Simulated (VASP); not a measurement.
# GaN (I-4m2) in VASP: further runs

GaN is run at these levels: r2SCAN; tasks: single point.

All numbers are computed with VASP 6.6.1; they aren't measurements. Logs are shortened: lines on timing, memory, paths and dates and some standing lists are left out, and cuts for length are marked.

**1. The cell of the first run**

It takes space group I-4m2 (No. 119, tetragonal). The conventional cell has a = 3.085 Å, b = 3.085 Å, c = 4.633 Å, α = 90.00°, β = 90.00°, γ = 90.00°. Ga (site symmetry -4m2) has 4 N at 1.93 Å within 2.6 Å. N (site symmetry -4m2) has 4 Ga at 1.93 Å within 2.6 Å.

**2. Single point, r2SCAN (strain -0.030 along x and y, +0.030 along z)**

POSCAR

```
GaN
1.0
    0.0000000000      2.1814686658      2.3164048720
    2.1814686658      0.0000000000      2.3164048720
    2.1814686658      2.1814686658      0.0000000000
Ga N
1 1
Direct
    0.0000000000      0.0000000000      0.0000000000
    0.7500000000      0.7500000000      0.7500000000
```

INCAR.step1

```
ALGO = Normal ; EDIFF = 1E-4
ENCUT = 520 ; GGA = PE
ISMEAR = 0 ; LASPH = T
LCHARG = F ; LREAL = F
LWAVE = T ; NBANDS = 16
NELM = 80 ; PREC = Accurate
SIGMA = 0.05
```

INCAR.step2

```
ALGO = Normal ; EDIFF = 1E-6
ENCUT = 520 ; ISIF = 2
ISMEAR = 0 ; ISTART = 1
LASPH = T ; LCHARG = F
LMIXTAU = T ; LREAL = F
LWAVE = F ; METAGGA = R2SCAN
NBANDS = 16 ; NELM = 80
PREC = Accurate ; SIGMA = 0.05
```

KPOINTS

```
k-points
0
Gamma
  10 10 10
```

Potentials or basis: VASP PAW PBE potentials, release 64 (Ga_d, N).

Command:

```console
cat potpaw_PBE.64/Ga_d/POTCAR potpaw_PBE.64/N/POTCAR > POTCAR
cp INCAR.step1 INCAR
mpirun -np 1 vasp_std > vasp.out
cp INCAR.step2 INCAR
mpirun -np 1 vasp_std > vasp.out
```

OUTCAR:

```text
EDIFF = 1E-6
   ENCUT = 520
   ISIF = 2
   ISMEAR = 0
   ISTART = 1
   LASPH = T
   LREAL = F
   METAGGA = R2SCAN
   NELM = 80
   PREC = Accurate

 ion  position               nearest neighbor table
   1  0.000  0.000  0.000-   2 1.93   2 1.93   2 1.93   2 1.93
   2  0.750  0.750  0.750-   1 1.93   1 1.93   1 1.93   1 1.93

  LATTYP: Found a body centered tetragonal cell.
 ALAT       =     3.0850625731
 C/A-ratio  =     1.5016906900

  Lattice vectors:

 A1 = (  -2.1814686658,   0.0000000000,   2.3164048720)
 A2 = (   2.1814686658,   0.0000000000,   2.3164048720)
 A3 = (   0.0000000000,   2.1814686658,  -2.3164048720)

Analysis of symmetry for initial positions (statically):
=====================================================================
 Subroutine PRICEL returns:
 Original cell was already a primitive cell.

 Routine SETGRP: Setting up the symmetry group for a
 body centered tetragonal supercell.

 Subroutine GETGRP returns: Found  8 space group operations
 (whereof  8 operations were pure point group operations)
 out of a pool of 16 trial point group operations.

The static configuration has the point symmetry D_2d.

Analysis of symmetry for dynamics (positions and initial velocities):
=====================================================================
 Subroutine PRICEL returns:
 Original cell was already a primitive cell.

 Routine SETGRP: Setting up the symmetry group for a
 body centered tetragonal supercell.

 Subroutine GETGRP returns: Found  8 space group operations
 (whereof  8 operations were pure point group operations)
 out of a pool of 16 trial point group operations.

The dynamic configuration has the point symmetry D_2d.

 Subroutine INISYM returns: Found  8 space group operations
 (whereof  8 operations are pure point group operations),
 and found     1 'primitive' translations

----------------------------------------------------------------------------------------

                                     Primitive cell

  volume of cell :      22.0466

  direct lattice vectors                    reciprocal lattice vectors
     0.000000000  2.181468666  2.316404872    -0.229203384  0.229203384  0.215851730
     2.181468666  0.000000000  2.316404872     0.229203384 -0.229203384  0.215851730
     2.181468666  2.181468666  0.000000000     0.229203384  0.229203384 -0.215851730

  length of vectors
     3.181907772  3.181907772  3.085062573     0.389435941  0.389435941  0.389435941

  position of ions in fractional coordinates (direct lattice)
     0.000000000  0.000000000  0.000000000
     0.750000000  0.750000000  0.750000000

  ion indices of the primitive-cell ions
   primitive index   ion index
                 1           1
                 2           2

----------------------------------------------------------------------------------------

 KPOINTS: k-points

Automatic generation of k-mesh.
 Grid dimensions read from file:
 generate k-points for:   10   10   10

 Generating k-lattice:

  Cartesian coordinates                     Fractional coordinates (reciprocal lattice)
    -0.022920338  0.022920338  0.021585173     0.100000000  0.000000000  0.000000000
     0.022920338 -0.022920338  0.021585173     0.000000000  0.100000000  0.000000000
     0.022920338  0.022920338 -0.021585173     0.000000000  0.000000000  0.100000000

  Length of vectors
     0.038943594  0.038943594  0.038943594

  Shift w.r.t. Gamma in fractional coordinates (k-lattice)
     0.000000000  0.000000000  0.000000000

 Subroutine IBZKPT returns following result:
 ===========================================

 Found    102 irreducible k-points:

 Following reciprocal coordinates:
            Coordinates               Weight
  0.000000  0.000000  0.000000      1.000000
  0.100000  0.000000  0.000000      8.000000
  0.200000  0.000000  0.000000      8.000000
  0.300000 -0.000000  0.000000      8.000000
  0.400000  0.000000  0.000000      8.000000
  0.500000  0.000000  0.000000      4.000000
[... 16 lines left out ...]
  0.300000  0.300000  0.000000      2.000000
  0.400000  0.300000  0.000000      8.000000
 [... further k-points ...]
   k-points           NKPTS =    102   k-points in BZ     NKDIM =    102   number of bands    NBANDS=     16
   number of dos      NEDOS =    301   number of ions     NIONS =      2
   total plane-waves  NPLWV =  13824
   dimension x,y,z NGX =    24 NGY =   24 NGZ =   24
   dimension x,y,z NGXF=    48 NGYF=   48 NGZF=   48
   ions per type =               1   1
   NGX,Y,Z   is equivalent  to a cutoff of  12.54, 12.54, 12.93 a.u.
   NGXF,Y,Z  is equivalent  to a cutoff of  25.08, 25.08, 25.87 a.u.
 SYSTEM =  unknown system
   PREC   = accura    normal or accurate (medium, high low for compatibility)
   ISTART =      1    job   : 0-new  1-cont  2-samecut
   ICHARG =      0    charge: 1-file 2-atom 10-const
   ISPIN  =      1    spin polarized calculation?
   LNONCOLLINEAR =      F non collinear calculations
   LSORBIT =      F    spin-orbit coupling
   LASPH  =      T    aspherical Exc in radial PAW
   ENCUT  =  520.0 eV  38.22 Ry    6.18 a.u.   5.92  5.92  5.74*2*pi/ulx,y,z
   NELM   =     80;   NELMIN=  2; NELMDL=  0     # of ELM steps
   EDIFF  = 0.1E-05   stopping-criterion for ELM
   LREAL  =      F    real-space projection
   EDIFFG = 0.1E-04   stopping-criterion for IOM
   NSW    =      0    number of steps for IOM
   IBRION =     -1    ionic relax: 0-MD 1-quasi-New 2-CG
   NFREE  =      0    steps in history (QN), initial steepest desc. (CG)
   ISIF   =      2    stress and relaxation
   ISYM   =      2    0-nonsym 1-usesym 2-fastsym
   POTIM  = 0.5000    time-step for ionic-motion
   TEBEG  =    0.0;   TEEND  =   0.0 temperature during run
   PSTRESS=    0.0 pullay stress
   NELECT =      18.0000    total number of electrons
   NUPDOWN=      -1.0000    fix difference up-down
   EMIN   =  10.00;   EMAX   =-10.00  energy-range for DOS
   EFERMI =   0.00;   METHOD = LEGACY
   ISMEAR =     0;   SIGMA  =   0.05  broadening in eV -4-tet -1-fermi 0-gaus
   EFERMI_NEDOS =   21; number of points for ismear=-14 and -15
   IALGO  =     38    algorithm
   IMIX   =      4    mixing-type and parameters
     AMIX     =   0.40;   BMIX     =  1.00
     AMIX_MAG =   1.60;   BMIX_MAG =  1.00
  volume/ion in A,a.u.               =      11.02        74.39
  Fermi-wavevector in a.u.,A,eV,Ry     =   1.530094  2.891459 31.853803  2.341189
  Thomas-Fermi vector in A             =   2.637625
   LORBIT       =      0    0 simple, 1 ext, 2 COOP (PROOUT), +10 PAW based schemes
   METAGGA = R2SCAN    functional components
   LHFCALC =     F    Hartree Fock is set to
   AEXX    =    0.0000 exact exchange contribution
   IVDW    =     0    specifies the selected vdW correction
   LEPSILON=     F    determine dielectric tensor
   LRPA    =     F    only Hartree local field effects (RPA)
 non-spin polarized calculation
 Gauss-broadening in eV      SIGMA  =   0.05
  energy-cutoff  :      520.00
  volume of cell :       22.05
 maximum number of plane-waves:       612
   NGX = 11   NGY = 11   NGZ = 11

 number of electron      18.0000012 magnetization

 Free energy of the ion-electron system (eV)
  ---------------------------------------------------
  ext. energy  EPLUGINS =         0.00000000
  ---------------------------------------------------
  free energy    TOTEN  =       -21.85360631 eV

  energy without entropy =      -21.85360631  energy(sigma->0) =      -21.85360631

 E-fermi :   5.7913     XC(G=0): -12.8603

 val. band max:        5.5389293754   @ k =   0.0000   0.0000   0.0000
 cond. band min:       7.7899302814   @ k =   0.0000   0.0000   0.0000
 fundamental gap:      2.2510009060
 Fermi energy:         5.7912785512

 k-point     1 :       0.0000    0.0000    0.0000
  band No.  band energies     occupation
      1     -11.6203      2.00000
      2      -8.4866      2.00000
      3      -8.4150      2.00000
      4      -8.4150      2.00000
      5      -8.0524      2.00000
      6      -8.0478      2.00000
[... 8 lines left out ...]
     15      24.5273      0.00000
     16      24.9375      0.00000

 k-point     2 :       0.1000    0.0000    0.0000
  band No.  band energies     occupation
      1     -11.5012      2.00000
      2      -8.4629      2.00000
      3      -8.3995      2.00000
      4      -8.3854      2.00000
      5      -8.0515      2.00000
      6      -8.0509      2.00000
[... 8 lines left out ...]
     15      24.6557      0.00000
     16      24.7311      0.00000

 k-point     3 :       0.2000    0.0000    0.0000
  band No.  band energies     occupation
      1     -11.1926      2.00000
      2      -8.4145      2.00000
      3      -8.3625      2.00000
      4      -8.2438      2.00000
      5      -8.0548      2.00000
      6      -8.0419      2.00000
[... 8 lines left out ...]
     15      23.6635      0.00000
     16      23.6958      0.00000

 k-point     4 :       0.3000   -0.0000    0.0000
  band No.  band energies     occupation
      1     -10.8387      2.00000
      2      -8.3787      2.00000
      3      -8.3274      2.00000
      4      -8.0481      2.00000
      5      -8.0314      2.00000
      6      -7.8580      2.00000
[... 8 lines left out ...]
     15      23.9331      0.00000
     16      24.0395      0.00000
[... 324 lines left out ...]
 k-point    22 :      -0.2000    0.2000    0.0000
  band No.  band energies     occupation
      1     -10.7149      2.00000
      2      -8.3591      2.00000
      3      -8.2981      2.00000
      4      -8.0848      2.00000
      5      -8.0825      2.00000
      6      -7.6295      2.00000
[... 8 lines left out ...]
     15      24.5083      0.00000
     16      26.9545      0.00000

 k-point    23 :       0.3000    0.3000    0.0000
  band No.  band energies     occupation
      1     -10.6621      2.00000
      2      -8.2419      2.00000
      3      -8.2039      2.00000
      4      -8.2038      2.00000
      5      -8.0032      2.00000
      6      -7.8034      2.00000
[... 8 lines left out ...]
     15      29.5326      0.00000
     16      29.9560      0.00000

 k-point    24 :       0.4000    0.3000    0.0000
  band No.  band energies     occupation
      1     -10.4885      2.00000
      2      -8.2608      2.00000
      3      -8.1644      2.00000
      4      -8.1644      2.00000
      5      -7.9960      2.00000
      6      -7.3960      2.00000
[... 8 lines left out ...]
     15      29.6434      0.00000
     16      29.6885      0.00000

 [... further k-points ...]

------------------------ aborting loop because EDIFF is reached ----------------------------------------

  FORCE on cell =-STRESS in cart. coord.  units (eV):
  Direction    XX          YY          ZZ          XY          YZ          ZX
  --------------------------------------------------------------------------------------
  -------------------------------------------------------------------------------------
  Total        1.4366880      1.4366880      0.2302155      0.0000000     -0.0000000      0.0000000
  in kB      104.4072407    104.4072407     16.7302632      0.0000000     -0.0000000      0.0000000
  external PRESSURE =      75.1815816 kB  Pullay stress =       0.0000000 kB

 VOLUME and BASIS-vectors are now :
 -----------------------------------------------------------------------------
  energy-cutoff  :      520.00
  volume of cell :       22.05
      direct lattice vectors                 reciprocal lattice vectors
     0.000000000  2.181468666  2.316404872    -0.229203384  0.229203384  0.215851730
     2.181468666  0.000000000  2.316404872     0.229203384 -0.229203384  0.215851730
     2.181468666  2.181468666  0.000000000     0.229203384  0.229203384 -0.215851730

 POSITION                                       TOTAL-FORCE (eV/Angst)
 -----------------------------------------------------------------------------------
      0.00000      0.00000      0.00000         0.000000      0.000000     -0.000000
      3.27220      3.27220      3.47461        -0.000000     -0.000000      0.000000
 -----------------------------------------------------------------------------------
    total drift:                               -0.000009     -0.000009     -0.000010

  FREE ENERGIE OF THE ION-ELECTRON SYSTEM (eV)
  ---------------------------------------------------
  free  energy   TOTEN  =       -21.8536063132 eV

  energy  without entropy=      -21.8536063132  energy(sigma->0) =      -21.85360631
```

Run time: 2.4 min. Hardware: 1 thread of Intel Xeon 8259CL, shared host; peak memory 0.17 GiB.

Results:

* Free energy: -21.8536 eV
* Pressure: 7.5 GPa
* Band gap on the k mesh: 2.25 eV

Caveat: the cell differs from its parent crystal (strain -0.030 along x and y, +0.030 along z); the stress differs along the axes, from 2 to 10 GPa; the PAW data sets were made with another functional, which shifts forces and pressure a little.

(Continued in part 2 of 2.)
